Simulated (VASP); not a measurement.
Runs of VASP 6.6.1 on HfN. The structure is that of space group F-43m (No. 216), or close to it. The cells are those of the table. 

| task | cell | gap on the mesh (eV) | pressure (GPa) |
| --- | --- | --- | --- |
| single point | a = 3.420 Å, angles 60.0°, 2 atoms | none | 3.1 |
| relaxation of cell and atoms | relaxed to 8 GPa from a = 3.472 Å, angles 60.0°, 2 atoms | none | 7.9 |
| single point | a = 3.410 Å, angles 60.0°, 2 atoms | none | (a) |
| relaxation of cell and atoms | relaxed from a = 3.472 Å, angles 60.0°, 2 atoms | none | -0.1 |
| single point | a = 3.431 Å, angles 60.0°, 2 atoms | none | 1.1 |

Alike in all rows: level PBEsol; potentials or basis VASP PAW PBE potentials, release 64 (Hf_pv, N); no spin polarisation; k mesh 11 × 11 × 11; cutoff (eV) 600; smearing fermi-dirac 0.1 eV.

**Question.** Fill in the values left out.

**Answer.** (a) 5.2.

Caveats: the PAW data sets were made with another functional, which shifts forces and pressure a little; spin-orbit coupling is left out, which moves the levels of the heavy elements; the cell stands under pressure (at least some runs); the cell is relaxed towards a set pressure, so the run minimises the enthalpy, not the energy (at least some runs).

A k mesh can miss the band edges, and the runs leave out spin-orbit coupling on Hf.

A gap of «none» marks levels without a gap at the run's occupations.
